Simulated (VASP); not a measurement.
## Cu: single point with PBE

Crystal: Cu.

```xyz
1
Lattice="0.0000 1.8149 1.8149 1.8149 0.0000 1.8149 1.8149 1.8149 0.0000" Properties=species:S:1:pos:R:3 pbc="T T T"
Cu    0.0000    0.0000    0.0000
```

```
Program             : VASP 6.6.1
Task                : single point
Functional          : PBE
Potentials or basis : VASP PAW PBE potentials, release 64 (Cu)
Cutoff              : 520 eV
k mesh              : 20 × 20 × 20
Occupations         : gaussian, width 0.1 eV
Spin                : no spin polarisation
```

```json
{
 "Pressure": "0.5 GPa"
}
```

Levels at points of the mesh, in eV from the Fermi level:
```
           k point  band 2  band 3  band 4  band 5  band 6  band 7  band 8  band 9  band 10  band 11
(0.00, 0.00, 0.00)   -2.96   -2.96   -2.96   -2.16   -2.16   22.52   25.07   25.07    25.07    27.55
(0.50, 0.00, 0.00)   -2.99   -2.99   -1.60   -1.60   -0.94    3.72   21.02   21.91    21.91    24.93
(0.50, 0.50, 0.00)   -4.33   -1.62   -1.46   -1.46    1.53    7.06   13.01   13.01    17.48    20.08
```

Run time: 32 s on 1 thread of Intel(R) Xeon(R) Platinum 8259CL CPU @ 2.50GHz (Skylake/Cascade Lake) (shared host), peak memory 0.15 GiB.
